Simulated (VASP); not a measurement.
Crystal: CO2.

```
CELL_PARAMETERS angstrom
2.79557 -2.51334 0.00000
2.79557 2.51334 0.00000
0.00000 0.00000 6.74304
ATOMIC_POSITIONS crystal
C 0.00000 0.00000 0.00000
C 0.50000 0.50000 0.50000
O 0.81328 0.18672 0.89662
O 0.18672 0.81328 0.10338
O 0.68672 0.31328 0.39662
O 0.31328 0.68672 0.60338
```

- Program: VASP 6.6.1
- Task: relaxation of cell and atoms
- Functional: PBE
- Dispersion: D3(BJ)
- Potentials or basis: VASP PAW PBE potentials, release 64 (C, O)
- Cutoff: 600 eV
- k mesh: 6 × 6 × 4
- Occupations: gaussian, width 0.02 eV
- Spin: no spin polarisation

At the start: pressure 1.2 GPa; volume 15.79 Å³/atom.

Question: How do energy, volume and symmetry change on relaxing?

Answer: Over 12 steps the energy falls by 2.4 meV/atom and the volume is 14.86 Å³/atom (-5.9 %); space group Cmce (No. 64, to 0.1 Å) before and after.

Step by step:
| step | energy change (eV) | largest force (eV/Å) | pressure (GPa) | volume (Å³) |
| --- | --- | --- | --- | --- |
| 1 | 0.0000 | 0.6063 | 1.18 | 94.76 |
| 2 | 0.2387 | 3.2406 | -9.01 | 96.36 |
| 3 | -0.0064 | 0.0016 | -0.39 | 94.97 |
| 4 | -0.0064 | 0.0250 | -0.32 | 94.96 |
| 5 | -0.0064 | 0.0357 | -0.30 | 94.96 |
| 6 | -0.0072 | 0.0357 | -0.28 | 94.62 |
| 7 | -0.0094 | 0.0362 | -0.23 | 93.60 |
| 8 | -0.0127 | 0.0411 | -0.09 | 91.58 |
| 9 | -0.0136 | 0.0672 | 0.32 | 87.63 |
| 10 | -0.0143 | 0.0603 | 0.16 | 89.16 |
| 11 | -0.0018 | 0.7892 | -2.17 | 88.86 |
| 12 | -0.0144 | 0.0032 | 0.00 | 89.14 |

Final structure:
```
C O
1.0
     2.73586   -2.47445    0.00000
     2.73586    2.47445    0.00000
     0.00000    0.00000    6.58401
C O
2 4
Direct
  0.00000 0.00000 0.00000
  0.50000 0.50000 0.50000
  0.80889 0.19111 0.89426
  0.19111 0.80889 0.10574
  0.69111 0.30889 0.39426
  0.30889 0.69111 0.60574
```
